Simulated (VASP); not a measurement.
## Ir: single point with r2SCAN

Crystal: Ir.

```
Ir
1.0
    -1.54411    1.54411    1.54411
     1.54411   -1.54411    1.54411
     1.54411    1.54411   -1.54411
Ir
1
Direct
  0.00000 0.00000 0.00000
```

```json
{
  "Program": "VASP 6.6.1",
  "Task": "single point",
  "Functional": "r2SCAN",
  "Potentials or basis": "VASP PAW PBE potentials, release 64 (Ir)",
  "Cutoff": "520 eV",
  "k mesh": "16 × 16 × 16",
  "Occupations": "fermi-dirac, width 0.1 eV",
  "Spin": "no spin polarisation"
}
```

The pressure is 2.4 GPa.

Levels at points of the mesh, in eV from the Fermi level:
```tsv
k point	band 1	band 2	band 3	band 4	band 5	band 6	band 7	band 8	band 9
(0.00, 0.00, 0.00)	-10.82	-3.62	-3.62	-3.62	-0.55	-0.55	17.93	17.93	17.93
(0.50, 0.00, 0.00)	-7.60	-5.48	-0.71	-0.05	0.03	2.32	8.28	13.82	17.71
(0.50, 0.50, 0.50)	-7.16	-7.16	1.61	1.61	1.61	8.36	8.36	8.36	15.40
```

Wall time 100 s on 1 thread of AMD EPYC 7R43 64-Core Processor (Zen 3), with other jobs on the host, peak memory 0.11 GiB.

Caveat: the PAW data sets were made with another functional, which shifts forces and pressure a little; spin-orbit coupling is left out, which moves the levels of the heavy elements.
